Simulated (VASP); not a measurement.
A run of VASP 6.6.1 is set up as follows.

POSCAR

```
Mo
1.0
   -1.5710000000      1.5710000000      1.6181300000
    1.5710000000     -1.5710000000      1.6181300000
    1.5710000000      1.5710000000     -1.6181300000
Mo
1
Direct
    0.0000000000      0.0000000000      0.0000000000
```

Contents of INCAR.step1:

```
SYSTEM = Mo
PREC = Accurate
ENCUT = 520
ISMEAR = 0
SIGMA = 0.15
LREAL = .FALSE.
LASPH = .TRUE.
NELM = 80
NBANDS = 13
GGA = PE
ALGO = Normal
EDIFF = 1E-4
LWAVE = .TRUE.
LCHARG = .FALSE.
```

Contents of INCAR.step2:

```
SYSTEM = Mo
PREC = Accurate
ENCUT = 520
EDIFF = 1E-7
ISMEAR = 0
SIGMA = 0.15
LREAL = .FALSE.
LASPH = .TRUE.
NELM = 80
ALGO = Normal
ISIF = 2
LWAVE = .FALSE.
LCHARG = .FALSE.
METAGGA = R2SCAN
LMIXTAU = .TRUE.
NBANDS = 13
ISTART = 1
```

The input KPOINTS:

```
Automatic mesh
0
G
  22 22 22
  0 0 0
```

Potentials or basis: VASP PAW PBE potentials, release 64 (Mo_sv).

Launch:

```sh
$ cat potpaw_PBE.64/Mo_sv/POTCAR > POTCAR
$ cp INCAR.step1 INCAR
$ mpirun -np 1 vasp_std > vasp.out
$ cp INCAR.step2 INCAR
$ mpirun -np 1 vasp_std > vasp.out
```

Question: What does it give for the pressure?

Answer: -4.3 GPa.

Question: Estimate the band gap on the k mesh.

Answer: Zero (band 7 reaches 16.16 eV, above the bottom of band 8 at 11.03 eV).

Stress tensor (GPa, compression positive):
```
 -1.32   0.00   0.00
  0.00  -1.32   0.00
  0.00   0.00 -10.37
```

Caveat: the cell differs from its parent crystal (strain +0.000 along x and y, +0.030 along z); the PAW data sets were made with another functional, which shifts forces and pressure a little.
